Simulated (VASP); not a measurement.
# Ir (P6_3/mmc) in VASP: notebook

Runs on Ir. Level: PBE. Tasks: single point.

Program: VASP 6.6.1. These are calculated values, not measurements. Logs are shortened: lines on timing, memory, paths and dates and some standing lists are left out, and cuts for length are marked.

## (1) The cell of the first run

The structure is hexagonal, space group P6_3/mmc (No. 194). The conventional cell has a = 2.733 Å, b = 2.733 Å, c = 4.432 Å, α = 90.00°, β = 90.00°, γ = 120.00°. Ir (site symmetry -6m2) has 12 Ir at 2.72 to 2.73 Å within 3.6 Å.

## (2) Single point, PBE (volume scaled by 0.98)

INCAR reads:

```
ALGO = Fast
EDIFF = 1E-6
ENCUT = 520
GGA = PE
ISIF = 2
ISMEAR = -1
LASPH = True
LCHARG = False
LREAL = False
LWAVE = False
NBANDS = 16
NELM = 60
PREC = Accurate
SIGMA = 0.05
```

KPOINTS reads:

```
k-points
0
Gamma
  11 11 6
```

POSCAR reads:

```
Ir
1.0
    2.7329117147      0.0000000000      0.0000000000
   -1.3664558574      2.3667709712      0.0000000000
    0.0000000000      0.0000000000      4.4323408426
Ir
2
Direct
    0.3333333333      0.6666666667      0.2500000000
    0.6666666667      0.3333333333      0.7500000000
```

Potentials or basis: VASP PAW PBE potentials, release 64 (Ir).

Command:

```
$ cat potpaw_PBE.64/Ir/POTCAR > POTCAR
$ mpirun -np 1 vasp_std > vasp.out
```

OUTCAR:

```text
EDIFF = 1E-6
   ENCUT = 520
   GGA = PE
   ISIF = 2
   ISMEAR = -1
   LASPH = True
   LREAL = False
   NELM = 60
   PREC = Accurate

 ion  position               nearest neighbor table
   1  0.333  0.667  0.250-   2 2.72   2 2.72   2 2.72   2 2.72   2 2.72   2 2.72
   2  0.667  0.333  0.750-   1 2.72   1 2.72   1 2.72   1 2.72   1 2.72   1 2.72

  LATTYP: Found a hexagonal cell.
 ALAT       =     2.7329117147
 C/A-ratio  =     1.6218382829

  Lattice vectors:

 A1 = (   2.7329117147,   0.0000000000,   0.0000000000)
 A2 = (  -1.3664558574,   2.3667709712,   0.0000000000)
 A3 = (   0.0000000000,   0.0000000000,   4.4323408426)

Analysis of symmetry for initial positions (statically):
=====================================================================
 Subroutine PRICEL returns:
 Original cell was already a primitive cell.

 Routine SETGRP: Setting up the symmetry group for a
 hexagonal supercell.

 Subroutine GETGRP returns: Found 24 space group operations
 (whereof 12 operations were pure point group operations)
 out of a pool of 24 trial point group operations.

The static configuration has the point symmetry D_3d.
 The point group associated with its full space group is D_6h.

Analysis of symmetry for dynamics (positions and initial velocities):
=====================================================================
 Subroutine PRICEL returns:
 Original cell was already a primitive cell.

 Routine SETGRP: Setting up the symmetry group for a
 hexagonal supercell.

 Subroutine GETGRP returns: Found 24 space group operations
 (whereof 12 operations were pure point group operations)
 out of a pool of 24 trial point group operations.

The dynamic configuration has the point symmetry D_3d.
 The point group associated with its full space group is D_6h.

 Subroutine INISYM returns: Found 24 space group operations
 (whereof 12 operations are pure point group operations),
 and found     1 'primitive' translations

----------------------------------------------------------------------------------------

                                     Primitive cell

  volume of cell :      28.6692

  direct lattice vectors                    reciprocal lattice vectors
     2.732911715  0.000000000  0.000000000     0.365910100  0.211258295  0.000000000
    -1.366455857  2.366770971  0.000000000     0.000000000  0.422516590  0.000000000
     0.000000000  0.000000000  4.432340843     0.000000000  0.000000000  0.225614418

  length of vectors
     2.732911715  2.732911715  4.432340843     0.422516590  0.422516590  0.225614418

  position of ions in fractional coordinates (direct lattice)
     0.333333333  0.666666667  0.250000000
     0.666666667  0.333333333  0.750000000

  ion indices of the primitive-cell ions
   primitive index   ion index
                 1           1
                 2           2

----------------------------------------------------------------------------------------

 KPOINTS: k-points

Automatic generation of k-mesh.
 Grid dimensions read from file:
 generate k-points for:   11   11    6

 Generating k-lattice:

  Cartesian coordinates                     Fractional coordinates (reciprocal lattice)
     0.033264555  0.019205300  0.000000000     0.090909091  0.000000000  0.000000000
     0.000000000  0.038410599  0.000000000     0.000000000  0.090909091  0.000000000
     0.000000000  0.000000000  0.037602403     0.000000000  0.000000000  0.166666667

  Length of vectors
     0.038410599  0.038410599  0.037602403

  Shift w.r.t. Gamma in fractional coordinates (k-lattice)
     0.000000000  0.000000000  0.000000000

 Subroutine IBZKPT returns following result:
 ===========================================

 Found     64 irreducible k-points:

 Following reciprocal coordinates:
            Coordinates               Weight
  0.000000  0.000000  0.000000      1.000000
  0.090909  0.000000  0.000000      6.000000
  0.181818  0.000000  0.000000      6.000000
  0.272727  0.000000  0.000000      6.000000
  0.363636  0.000000  0.000000      6.000000
  0.454545  0.000000  0.000000      6.000000
[... 16 lines left out ...]
  0.090909  0.090909  0.166667     12.000000
  0.181818  0.090909  0.166667     24.000000
 [... further k-points ...]
   k-points           NKPTS =     64   k-points in BZ     NKDIM =     64   number of bands    NBANDS=     16
   number of dos      NEDOS =    301   number of ions     NIONS =      2
   total plane-waves  NPLWV =  14400
   dimension x,y,z NGX =    20 NGY =   20 NGZ =   36
   dimension x,y,z NGXF=    40 NGYF=   40 NGZF=   72
   ions per type =               2
   NGX,Y,Z   is equivalent  to a cutoff of  12.17, 12.17, 13.50 a.u.
   NGXF,Y,Z  is equivalent  to a cutoff of  24.33, 24.33, 27.01 a.u.
 SYSTEM =  unknown system
   PREC   = accura    normal or accurate (medium, high low for compatibility)
   ISTART =      0    job   : 0-new  1-cont  2-samecut
   ICHARG =      2    charge: 1-file 2-atom 10-const
   ISPIN  =      1    spin polarized calculation?
   LNONCOLLINEAR =      F non collinear calculations
   LSORBIT =      F    spin-orbit coupling
   LASPH  =      T    aspherical Exc in radial PAW
   ENCUT  =  520.0 eV  38.22 Ry    6.18 a.u.   5.08  5.08  8.24*2*pi/ulx,y,z
   NELM   =     60;   NELMIN=  2; NELMDL= -5     # of ELM steps
   EDIFF  = 0.1E-05   stopping-criterion for ELM
   LREAL  =      F    real-space projection
   EDIFFG = 0.1E-04   stopping-criterion for IOM
   NSW    =      0    number of steps for IOM
   IBRION =     -1    ionic relax: 0-MD 1-quasi-New 2-CG
   NFREE  =      0    steps in history (QN), initial steepest desc. (CG)
   ISIF   =      2    stress and relaxation
   ISYM   =      2    0-nonsym 1-usesym 2-fastsym
   POTIM  = 0.5000    time-step for ionic-motion
   TEBEG  =    0.0;   TEEND  =   0.0 temperature during run
   PSTRESS=    0.0 pullay stress
   NELECT =      18.0000    total number of electrons
   NUPDOWN=      -1.0000    fix difference up-down
   EMIN   =  10.00;   EMAX   =-10.00  energy-range for DOS
   EFERMI =   0.00;   METHOD = LEGACY
   ISMEAR =    -1;   SIGMA  =   0.05  broadening in eV -4-tet -1-fermi 0-gaus
   EFERMI_NEDOS =   21; number of points for ismear=-14 and -15
   IALGO  =     68    algorithm
   IMIX   =      4    mixing-type and parameters
     AMIX     =   0.40;   BMIX     =  1.00
[... 39 lines left out ...]
      3       6.4159      2.00000
      4       6.5207      2.00000
      5       6.5207      2.00000
      6       7.1669      2.00000
[... 8 lines left out ...]
     15      26.7173      0.00000
     16      27.7635      0.00000

 k-point     2 :       0.0909    0.0000    0.0000
  band No.  band energies     occupation
      1      -0.4819      2.00000
      2       2.5217      2.00000
      3       5.9879      2.00000
      4       6.7877      2.00000
      5       6.8652      2.00000
      6       7.0270      2.00000
[... 8 lines left out ...]
     15      27.1244      0.00000
     16      28.2192      0.00000

 k-point     3 :       0.1818    0.0000    0.0000
  band No.  band energies     occupation
      1       0.3984      2.00000
      2       3.1799      2.00000
      3       5.4888      2.00000
      4       6.1590      2.00000
      5       6.5650      2.00000
      6       7.3156      2.00000
[... 8 lines left out ...]
     15      27.4333      0.00000
     16      28.0684      0.00000

 k-point     4 :       0.2727    0.0000    0.0000
  band No.  band energies     occupation
      1       1.5795      2.00000
      2       3.4775      2.00000
      3       4.9003      2.00000
      4       5.5254      2.00000
      5       6.4056      2.00000
      6       6.8384      2.00000
[... 8 lines left out ...]
     15      25.6139      0.00000
     16      25.8974      0.00000

 k-point     5 :       0.3636    0.0000    0.0000
  band No.  band energies     occupation
      1       2.5188      2.00000
      2       3.1836      2.00000
      3       4.0121      2.00000
      4       6.0356      2.00000
      5       6.4614      2.00000
      6       6.9321      2.00000
[... 8 lines left out ...]
     15      23.4009      0.00000
     16      24.6719      0.00000

 k-point     6 :       0.4545    0.0000    0.0000
  band No.  band energies     occupation
      1       2.8298      2.00000
      2       2.9617      2.00000
      3       3.5556      2.00000
      4       6.2570      2.00000
      5       6.7362      2.00000
      6       6.8041      2.00000
[... 8 lines left out ...]
     15      21.9451      0.00000
     16      22.0940      0.00000

 k-point     7 :       0.0909    0.0909    0.0000
  band No.  band energies     occupation
      1       0.1213      2.00000
      2       3.0164      2.00000
      3       5.5490      2.00000
      4       6.6225      2.00000
      5       6.7277      2.00000
      6       7.2168      2.00000
[... 8 lines left out ...]
     15      27.4733      0.00000
     16      27.8088      0.00000

 k-point     8 :       0.1818    0.0909    0.0000
  band No.  band energies     occupation
      1       1.1897      2.00000
      2       3.6514      2.00000
      3       5.1414      2.00000
      4       5.3865      2.00000
      5       6.4390      2.00000
      6       6.7135      2.00000
[... 8 lines left out ...]
     15      25.3629      0.00000
     16      26.8320      0.00000

 k-point     9 :       0.2727    0.0909    0.0000
  band No.  band energies     occupation
      1       2.3469      2.00000
      2       3.5899      2.00000
      3       4.3779      2.00000
      4       5.4464      2.00000
      5       6.3636      2.00000
      6       6.6194      2.00000
[... 8 lines left out ...]
     15      23.2341      0.00000
     16      25.4557      0.00000
[... 172 lines left out ...]
 k-point    19 :       0.1818    0.0000    0.1667
  band No.  band energies     occupation
      1       0.6645      2.00000
      2       3.2456      2.00000
      3       5.5522      2.00000
      4       5.6861      2.00000
      5       6.3597      2.00000
      6       7.0738      2.00000
[... 8 lines left out ...]
     15      26.8850      0.00000
     16      27.6998      0.00000

 k-point    20 :       0.2727    0.0000    0.1667
  band No.  band energies     occupation
      1       1.7362      2.00000
      2       3.5888      2.00000
      3       4.7515      2.00000
      4       5.5166      2.00000
      5       6.1439      2.00000
      6       6.9610      2.00000
[... 8 lines left out ...]
     15      25.9744      0.00000
     16      26.1085      0.00000

 k-point    21 :       0.3636    0.0000    0.1667
  band No.  band energies     occupation
      1       2.4106      2.00000
      2       3.2764      2.00000
      3       4.3105      2.00000
      4       5.3011      2.00000
      5       6.6655      2.00000
      6       6.9087      2.00000
[... 8 lines left out ...]
     15      24.0511      0.00000
     16      24.3985      0.00000

 k-point    22 :       0.4545    0.0000    0.1667
  band No.  band energies     occupation
      1       2.5157      2.00000
      2       2.9753      2.00000
      3       4.1994      2.00000
      4       5.2507      2.00000
      5       6.4870      2.00000
      6       7.3078      2.00000
[... 8 lines left out ...]
     15      22.6875      0.00000
     16      23.2241      0.00000

 k-point    23 :       0.0909    0.0909    0.1667
  band No.  band energies     occupation
      1       0.4015      2.00000
      2       3.0680      2.00000
      3       5.6083      2.00000
      4       5.9532      2.00000
      5       6.5099      2.00000
      6       6.9834      2.00000
[... 8 lines left out ...]
     15      27.3844      0.00000
     16      27.6927      0.00000

 k-point    24 :       0.1818    0.0909    0.1667
  band No.  band energies     occupation
      1       1.4081      2.00000
      2       3.7623      2.00000
      3       5.0154      2.00000
      4       5.2469      2.00000
      5       6.2285      2.00000
      6       6.8446      2.00000
[... 8 lines left out ...]
     15      25.5851      0.00000
     16      26.8768      0.00000

 [... further k-points ...]

------------------------ aborting loop because EDIFF is reached ----------------------------------------

  FORCE on cell =-STRESS in cart. coord.  units (eV):
  Direction    XX          YY          ZZ          XY          YZ          ZX
  --------------------------------------------------------------------------------------
  -------------------------------------------------------------------------------------
  Total        1.1604220      1.1604220      1.1273220     -0.0000000     -0.0000000      0.0000000
  in kB       64.8502348     64.8502348     63.0004391     -0.0000000     -0.0000000      0.0000000
  external PRESSURE =      64.2336362 kB  Pullay stress =       0.0000000 kB

 VOLUME and BASIS-vectors are now :
 -----------------------------------------------------------------------------
  energy-cutoff  :      520.00
  volume of cell :       28.67
      direct lattice vectors                 reciprocal lattice vectors
     2.732911715  0.000000000  0.000000000     0.365910100  0.211258295  0.000000000
    -1.366455857  2.366770971  0.000000000     0.000000000  0.422516590  0.000000000
     0.000000000  0.000000000  4.432340843     0.000000000  0.000000000  0.225614418

 POSITION                                       TOTAL-FORCE (eV/Angst)
 -----------------------------------------------------------------------------------
     -0.00000      1.57785      1.10809        -0.000000      0.000000      0.000000
      1.36646      0.78892      3.32426         0.000000     -0.000000      0.000000
 -----------------------------------------------------------------------------------
    total drift:                               -0.000000      0.000000     -0.000000

  FREE ENERGIE OF THE ION-ELECTRON SYSTEM (eV)
  ---------------------------------------------------
  free  energy   TOTEN  =       -17.5258832337 eV

  energy  without entropy=      -17.5009229188  energy(sigma->0) =      -17.51340308
```

It took 22 s on 1 thread of Intel Xeon Platinum 8488C (Sapphire Rapids), shared host; peak memory 0.15 GiB.

Results:

* Free energy: -17.5259 eV
* Pressure: 6.4 GPa
* Band gap on the k mesh: zero (band 9 reaches 11.24 eV, above the bottom of band 10 at 8.06 eV)

Stress tensor (GPa, compression positive):
```
6.49 0.00 0.00
0.00 6.49 0.00
0.00 0.00 6.30
```

Caveat: the cell differs from its parent crystal (volume scaled by 0.98); spin-orbit coupling is left out, which moves the levels of the heavy elements.

## (3) Single point, PBE

This run uses another cell than the first one, of 14.63 Å³/atom, 1.020 times its volume.

INCAR reads:

```
SYSTEM = Ir
  ALGO = Fast
  EDIFF = 1E-6
  ENCUT = 520
  GGA = PE
  ISIF = 2
  ISMEAR = -1
  LASPH = .TRUE.
  LCHARG = .FALSE.
  LREAL = .FALSE.
  LWAVE = .FALSE.
  NBANDS = 16
  NELM = 60
  PREC = Accurate
  SIGMA = 0.05
```

KPOINTS reads:

```
k-points
0
G
  11 11 6
  0 0 0
```

POSCAR reads:

```
Ir
1.0
    2.7513778946      0.0000000000      0.0000000000
   -1.3756889473      2.3827631521      0.0000000000
    0.0000000000      0.0000000000      4.4622900000
Ir
2
Direct
    0.3333333333      0.6666666667      0.2500000000
    0.6666666667      0.3333333333      0.7500000000
```

Potentials or basis: VASP PAW PBE potentials, release 64 (Ir).

Command:

```
$ cat potpaw_PBE.64/Ir/POTCAR > POTCAR
$ mpirun -np 1 vasp_std > vasp.out
```

Wall time 23 s (1 thread of Intel Xeon Platinum 8488C (Sapphire Rapids), shared host); peak memory 0.15 GiB.

Results (log left out):

```
Free energy            : -17.5361 eV
Pressure               : -0.8 GPa
Band gap on the k mesh : zero (band 9 reaches 10.85 eV, above the bottom of band 10 at 7.79 eV)
```

Stress tensor (GPa, compression positive):
```
-0.73  0.00  0.00
 0.00 -0.73  0.00
 0.00  0.00 -1.09
```

Levels at points of the mesh, in eV from the Fermi level:
| k point | band 6 | band 7 | band 8 | band 9 | band 10 | band 11 | band 12 | band 13 |
| --- | --- | --- | --- | --- | --- | --- | --- | --- |
| (0.00, 0.00, 0.00) | -3.02 | -3.02 | -2.26 | -2.26 | -0.72 | 0.27 | 0.27 | 6.79 |
| (0.00, 0.00, 0.50) | -3.76 | -3.76 | -3.76 | -0.44 | -0.44 | -0.44 | -0.44 | 13.59 |

Caveat: spin-orbit coupling is left out, which moves the levels of the heavy elements.

## (4) Single point, PBE (volume scaled by 1.04)

INCAR reads:

```
PREC     = Accurate       # precision mode
ENCUT    = 520            # plane-wave cutoff, eV
EDIFF    = 1E-7           # SCF threshold, eV
ISMEAR   = -1             # smearing method
SIGMA    = 0.05           # smearing width, eV
LREAL    = False          # projectors in reciprocal space
LASPH    = True           # aspherical terms in the spheres
NELM     = 80             # most SCF steps
ALGO     = Fast           # electronic algorithm
ISIF     = 2              # what is computed and relaxed
LWAVE    = False          # write WAVECAR
LCHARG   = False          # write CHGCAR
GGA      = PE             # functional
NBANDS   = 16             # bands
```

KPOINTS reads:

```
Automatic mesh
0
Gamma
  11 11 6
```

POSCAR reads:

```
Ir
1.0
    2.7875843874      0.0000000000      0.0000000000
   -1.3937921937      2.4141188946      0.0000000000
    0.0000000000      0.0000000000      4.5210110761
Ir
2
Direct
    0.3333333333      0.6666666667      0.2500000000
    0.6666666667      0.3333333333      0.7500000000
```

Command:

```
$ cat potpaw_PBE.64/Ir/POTCAR > POTCAR
$ mpirun -np 1 vasp_std > vasp.out
```

It took 34 s on 1 thread of Intel Xeon Platinum 8488C (Sapphire Rapids), shared host; peak memory 0.17 GiB.

Results (log left out):

```yaml
Free_energy: -17.4847 eV
Pressure: -12.9 GPa
Band_gap_on_the_k_mesh: zero (band 9 reaches 10.13 eV, above the bottom of band 10 at 7.26 eV)
```

Stress tensor (GPa, compression positive):
```
-12.68   0.00   0.00
  0.00 -12.68   0.00
  0.00   0.00 -13.31
```

Levels at points of the mesh, in eV from the Fermi level:
| k point | band 5 | band 6 | band 7 | band 8 | band 9 | band 10 | band 11 | band 12 | band 13 | band 14 |
| --- | --- | --- | --- | --- | --- | --- | --- | --- | --- | --- |
| (0.00, 0.00, 0.00) | -3.42 | -2.83 | -2.83 | -2.12 | -2.12 | -0.60 | 0.25 | 0.25 | 6.44 | 14.36 |
| (0.00, 0.00, 0.50) | -3.53 | -3.53 | -3.53 | -3.53 | -0.42 | -0.42 | -0.42 | -0.42 | 13.48 | 13.48 |

Caveat: the cell differs from its parent crystal (volume scaled by 1.04); spin-orbit coupling is left out, which moves the levels of the heavy elements.

## (5) Single point, PBE (volume scaled by 1.06)

INCAR reads:

```
SYSTEM = Ir
  PREC = Accurate
  ENCUT = 520
  EDIFF = 1E-6
  ISMEAR = -1
  SIGMA = 0.05
  LREAL = .False.
  LASPH = .True.
  NELM = 100
  ALGO = Normal
  ISIF = 2
  LWAVE = .False.
  LCHARG = .False.
  GGA = PE
  NBANDS = 16
```

KPOINTS reads:

```
Automatic mesh
0
Gamma
  11 11 6
  0 0 0
```

POSCAR reads:

```
Ir
1.0
    2.8053401807      0.0000000000      0.0000000000
   -1.4026700903      2.4294958627      0.0000000000
    0.0000000000      0.0000000000      4.5498081014
Ir
2
Direct
    0.3333333333      0.6666666667      0.2500000000
    0.6666666667      0.3333333333      0.7500000000
```

Command:

```
$ cat potpaw_PBE.64/Ir/POTCAR > POTCAR
$ mpirun -np 1 vasp_std > vasp.out
```

It took 18 s on 1 thread of Intel Xeon Platinum 8488C (Sapphire Rapids), shared host; peak memory 0.17 GiB.

It converged, with:

- Free energy: -17.4286 eV
- Pressure: -17.9 GPa
- Band gap on the k mesh: zero (band 9 reaches 9.79 eV, above the bottom of band 10 at 7.02 eV)

Stress tensor (GPa, compression positive):
```
-17.63   0.00   0.00
  0.00 -17.63   0.00
  0.00   0.00 -18.34
```

Levels at points of the mesh, in eV from the Fermi level:
| k point | band 7 | band 8 | band 9 | band 10 | band 11 | band 12 |
| --- | --- | --- | --- | --- | --- | --- |
| (0.00, 0.00, 0.00) | -2.75 | -2.06 | -2.06 | -0.55 | 0.25 | 0.25 |
| (0.00, 0.00, 0.50) | -3.43 | -3.43 | -0.41 | -0.41 | -0.41 | -0.41 |

Caveat: the cell differs from its parent crystal (volume scaled by 1.06); spin-orbit coupling is left out, which moves the levels of the heavy elements.

## (6) Summary

| cell | gap on the mesh (eV) | pressure (GPa) |
| --- | --- | --- |
| a = 2.733, b = 2.733, c = 4.432 Å, angles 90.0, 90.0, 120.0°, 2 atoms | none | 6.4 |
| a = 2.751, b = 2.751, c = 4.462 Å, angles 90.0, 90.0, 120.0°, 2 atoms | none | -0.8 |
| a = 2.788, b = 2.788, c = 4.521 Å, angles 90.0, 90.0, 120.0°, 2 atoms | none | -12.9 |
| a = 2.805, b = 2.805, c = 4.550 Å, angles 90.0, 90.0, 120.0°, 2 atoms | none | -17.9 |

Alike in all rows: task single point; level PBE; potentials or basis VASP PAW PBE potentials, release 64 (Ir); no spin polarisation; k mesh 11 × 11 × 6; cutoff (eV) 520; smearing fermi-dirac 0.05 eV.

Caveats: spin-orbit coupling is left out, which moves the levels of the heavy elements.

Absolute energies hang on the potentials; compare differences alone.
